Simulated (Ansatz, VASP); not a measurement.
# Ga: VASP beside Ansatz

File POSCAR:

```
Ga
1.0
   -1.4040000000      1.3829400000      2.2290000000
    1.4040000000     -1.3829400000      2.2290000000
    1.4040000000      1.3829400000     -2.2290000000
Ga
1
Direct
    0.0000000000      0.0000000000      0.0000000000
```

INCAR.step1

```
PREC = Accurate
ENCUT = 520
ISMEAR = 0
SIGMA = 0.15
LREAL = False
LASPH = True
NELM = 60
NBANDS = 12
GGA = PE
ALGO = Normal
EDIFF = 1E-4
LWAVE = True
LCHARG = False
```

INCAR.step2

```
PREC = Accurate
ENCUT = 520
EDIFF = 1E-7
ISMEAR = 0
SIGMA = 0.15
LREAL = False
LASPH = True
NELM = 60
ALGO = Normal
ISIF = 2
LWAVE = False
LCHARG = True
METAGGA = R2SCAN
LMIXTAU = True
LELF = True
LVHAR = True
NBANDS = 12
ISTART = 1
```

Contents of KPOINTS:

```
regular mesh
0
Gamma
  24 24 24
```

Input for Ansatz:

```yaml
crystal:
  lattice:
    - [-1.404, 1.38294, 2.229]
    - [1.404, -1.38294, 2.229]
    - [1.404, 1.38294, -2.229]
  atoms:
    - { symbol: Ga, position: [0.0, 0.0, 0.0] }
basis:
  ecutwfc: 500
kpoints:
  mp_grid: { grid: [24, 24, 24] }
hamiltonian:
  xc: r2scan
scf:
  occupations: { method: gaussian, width: 0.15 }
output:
  forces: true
  stress: true
  eigenvalues: true
```

Change from the starting cell: strain -0.0150 x Voigt [0, 1, 0, 0, 0, 0], atoms carried along.

Alike in both runs: task single point; functional r2SCAN; k mesh 24 × 24 × 24; occupations gaussian, width 0.15 eV; no spin polarisation.

|  | VASP | Ansatz |
| --- | --- | --- |
| version | VASP 6.6.1 | Ansatz 0.2.0 |
| potentials or method | VASP PAW PBE potentials, release 64 (Ga_d), cutoff 520 eV | scalar-relativistic, plane waves, PAW |
| valence electrons in the cell | 13 | 13 |

Ansatz gave:

* gap on the k mesh at the Fermi level (eV): none
* pressure (GPa): 1.9
* traceless stress, the component that is largest in VASP (GPa): -0.23

Which values does VASP return?

gap on the k mesh at the Fermi level (eV): none; pressure (GPa): 1.9; traceless stress, the component that is largest in VASP (GPa): -0.25.

VASP's potentials were made for PBE, not for r2SCAN. A gap of «none» marks a metal or a gap that the smearing closes. The functional is the same, so the differences come from potentials, cutoffs and numerics.
